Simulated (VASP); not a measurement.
Write the native input for VASP 6.6.1 that does the following.

| Item | Value |
| --- | --- |
| Task | electric field gradients |
| Functional | PBEsol |
| Potentials or basis | VASP PAW PBE potentials, release 64 (Ti_sv, B) |
| Cutoff | 520 eV |
| k mesh | 15 × 15 × 13 |
| Occupations | fermi-dirac, width 0.08 eV |
| Spin | no spin polarisation |
| Dipole correction | no |
| Further INCAR settings | ALGO = Normal; EDIFF = 1e-08; NBANDS = 16 |

The structure of TiB2 lies in POSCAR:

```
TiB2
1.0
    3.0291982016      0.0000000000      0.0000000000
   -1.5145991008      2.6233625957      0.0000000000
    0.0000000000      0.0000000000      3.1961160000
Ti B
1 2
Direct
    0.0000000000      0.0000000000      0.0000000000
    0.3333333333      0.6666666667      0.5000000000
    0.6666666667      0.3333333333      0.5000000000
```

This cell differs from its parent crystal: zz strain of -1 %.

These files were run (other wordings do the same):

INCAR

```
  PREC = Accurate
  ENCUT = 520
  EDIFF = 1E-8
  ISMEAR = -1
  SIGMA = 0.08
  LREAL = F
  LASPH = T
  NELM = 100
  ALGO = Normal
  ISIF = 2
  LWAVE = F
  LCHARG = F
  GGA = PS
  LEFG = T
  NBANDS = 16
```

KPOINTS

```
regular mesh
0
Gamma
  15 15 13
```

Potentials or basis: VASP PAW PBE potentials, release 64 (Ti_sv, B).

Launch:

```sh
$ cat potpaw_PBE.64/Ti_sv/POTCAR potpaw_PBE.64/B/POTCAR > POTCAR
$ mpirun -np 1 vasp_std > vasp.out
```

Results of the run:

The pressure is -2.6 GPa. The band gap on the k mesh is zero (band 9 reaches 10.31 eV, above the bottom of band 10 at 9.78 eV).

Caveat: the cell differs from its parent crystal (zz strain of -1 %); without QUAD_EFG the Cq values of the log hold for a quadrupole moment of 1 mb, not for the nuclei; the PAW data sets were made with another functional, which shifts forces and pressure a little.

It took 87 s on 1 thread of AMD EPYC 9R45 (Zen 5), on a shared host, peak memory 0.16 GiB.
